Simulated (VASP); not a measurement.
# BN (Qingsongite): single point with PBEsol

Crystal: BN (Qingsongite).

```
B N
1.0
     0.00000    1.83129    1.83129
     1.83129    0.00000    1.83129
     1.83129    1.83129    0.00000
B N
1 1
Cartesian
  0.0000 0.0000 0.0000
  0.9156 0.9156 0.9156
```

```yaml
Program: VASP 6.6.1
Task: single point
Functional: PBEsol
Potentials_or_basis: VASP PAW PBE potentials, release 64 (B, N)
Cutoff: 520 eV
k_mesh: 10 × 10 × 10
Occupations: gaussian, width 0.01 eV
Spin: no spin polarisation
```

- Pressure: -16.2 GPa
- Band gap on the k mesh: 4.23 eV, indirect (least direct gap 8.58 eV)

Levels at points of the mesh, in eV from the valence-band top:
| k point | band 2 | band 3 | band 4 | band 5 | band 6 | band 7 |
| --- | --- | --- | --- | --- | --- | --- |
| (0.00, 0.00, 0.00) | 0.00 | 0.00 | 0.00 | 8.58 | 8.58 | 8.58 |
| (0.50, 0.00, 0.00) | -10.42 | -1.88 | -1.88 | 9.59 | 10.41 | 10.41 |
| (0.50, 0.50, 0.00) | -8.71 | -4.75 | -4.75 | 4.23 | 8.87 | 17.29 |

Wall time 3.6 s on 1 thread of AMD EPYC 9R45 96-Core Processor (Zen 5), on a shared host, peak memory 0.09 GiB.

Caveat: the PAW data sets were made with another functional, which shifts forces and pressure a little. Expect the measured gap to be larger: semilocal functionals such as PBEsol lack the derivative discontinuity.
